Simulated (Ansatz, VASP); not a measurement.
Given: the input of a run of Ansatz 0.2.0 on SnTe.

Contents of input.yaml:

```yaml
crystal:
  lattice:
    - [0.0, 3.1923133075, 3.1923133075]
    - [3.1923133075, 0.0, 3.1923133075]
    - [3.1923133075, 3.1923133075, 0.0]
  atoms:
    - { symbol: Te, position: [0.5, 0.5, 0.5] }
    - { symbol: Sn, position: [0.0, 0.0, 0.0] }
kpoints:
  mp_grid: { grid: [7, 7, 7] }
scf:
  occupations: { method: fermi_dirac, width: 0.05 }
hamiltonian:
  xc: lda
  pseudopotentials: { kind: all_electron, lapw: { basis_error: 0.001 } }
output:
  forces: true
  stress: true
  eigenvalues: true
```

Potentials or basis: all-electron LAPW, scalar-relativistic.

Run with:

```console
$ ansatz run input.yaml --threads 1 --pin off --max-ram 3072MiB --backend cpu --events-out ev --progress --plain --runs-dir out
```

Problem. Translate it to VASP 6.6.1. Potentials there: VASP PAW LDA potentials, release 64 (Te, Sn_d).

Solution. As run (the cutoff follows the program's own potentials):

INCAR

```
PREC = Accurate
ENCUT = 520
EDIFF = 1E-6
ISMEAR = -1
SIGMA = 0.05
LREAL = False
LASPH = True
NELM = 80
ALGO = Normal
ISIF = 2
LWAVE = False
LCHARG = False
GGA = CA
NBANDS = 17
```

The input KPOINTS:

```
Automatic mesh
0
Gamma
  7 7 7
```

Contents of POSCAR:

```
SnTe
1.0
    0.0000000000      3.1923133075      3.1923133075
    3.1923133075      0.0000000000      3.1923133075
    3.1923133075      3.1923133075      0.0000000000
Te Sn
1 1
Direct
    0.5000000000      0.5000000000      0.5000000000
    0.0000000000      0.0000000000      0.0000000000
```

Potentials or basis: VASP PAW LDA potentials, release 64 (Te, Sn_d).

Run with:

```console
$ cat potpaw_LDA.64/Te/POTCAR potpaw_LDA.64/Sn_d/POTCAR > POTCAR
$ mpirun -np 1 vasp_std > vasp.out
```

Both were run:

|  | VASP | Ansatz | Ansatz less VASP |
| --- | --- | --- | --- |
| pressure (GPa) | -3.1 | -3.1 | 0.00 |

LDA's correlation is that of Perdew and Zunger in VASP and of Perdew and Wang (1992) in Ansatz. Ansatz ran all-electron here, and VASP with PAW potentials.

Neither program's run includes spin-orbit coupling.
